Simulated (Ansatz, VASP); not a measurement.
One calculation of Bi2Se3, two programs

```xyz
5
Lattice="2.2326 1.3702 9.5943 -1.9104 1.3081 9.5322 0.1073 -2.2488 9.5095" Properties=species:S:1:pos:R:3 pbc="T T T"
Bi    0.1722    0.1722   11.4773
Bi    0.2574    0.2574   17.1587
Se    0.0000    0.0000    0.0000
Se    0.0909    0.0909    6.0622
Se    0.3386    0.3386   22.5738
```

Change from the starting cell: equal xy, yz and zx shear strains of +3 %.

Alike in both runs: task single point; functional PBEsol; k mesh 6 × 6 × 6; occupations fermi-dirac, width 0.03 eV; no spin polarisation.

|  | VASP | Ansatz |
| --- | --- | --- |
| version | VASP 6.6.1 | Ansatz 0.2.0 |
| potentials or method | VASP PAW PBE potentials, release 64 (Bi_d, Se), cutoff 520 eV | all-electron LAPW, scalar-relativistic |

```tsv
	VASP	Ansatz	Ansatz less VASP
pressure (GPa)	-0.2	-0.2	-0.03
traceless stress, the component that is largest in VASP (GPa)	-1.70	-1.69	+0.006
rms of the force components (eV/Å)	0.131	0.127	-0.0043
```

VASP's potentials were made for PBE, not for PBEsol. Atom by atom the forces differ by 0.007 eV/Å (rms over components). Ansatz ran all-electron here, and VASP with PAW potentials.

Neither program's run includes spin-orbit coupling.
